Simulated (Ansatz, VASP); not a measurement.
MnSi: VASP beside Ansatz

```
Mn Si
1.0
     4.54800    0.00000    0.00000
     0.00000    4.54800    0.00000
     0.00000    0.00000    4.54800
Mn Si
4 4
Direct
  0.13548 0.13548 0.13548
  0.36452 0.86452 0.63548
  0.63548 0.36452 0.86452
  0.86452 0.63548 0.36452
  0.84469 0.84469 0.84469
  0.65531 0.15531 0.34469
  0.34469 0.65531 0.15531
  0.15531 0.34469 0.65531
```

Alike in both runs: functional PBEsol; k mesh 7 × 7 × 7; occupations fermi-dirac, width 0.05 eV; collinear spin.

Ansatz relaxed the structure, and its values are those at the end. VASP's run is a single point on that final structure, the one shown.

|  | VASP | Ansatz |
| --- | --- | --- |
| version | VASP 6.6.1 | Ansatz 0.2.0 |
| potentials or method | VASP PAW PBE potentials, release 64 (Mn_pv, Si) | plane-wave PAW, scalar-relativistic |
| plane-wave cutoff (eV) | 520 | 420 |
| valence electrons in the cell | 68 | 76 |

VASP gave:

* pressure (GPa): -10.0
* rms of the force components (eV/Å): 0.007
* net moment per atom (μB): 0.49
* size of the moment on the site where the two differ most (μB): 1.04

Question: Estimate Ansatz's values.

Answer: Pressure (GPa): -10.2; rms of the force components (eV/Å): 0.000; net moment per atom (μB): 0.49; size of the moment on the site where the two differ most (μB): 0.99.

VASP's potentials were made for PBE, not for PBEsol. Site moments also hang on the region over which each program counts them. VASP's potentials hold 68 valence electrons a cell and Ansatz's 76, so a difference there can come from the potentials and not from the codes. Ansatz's warnings: stress scf threshold loose.
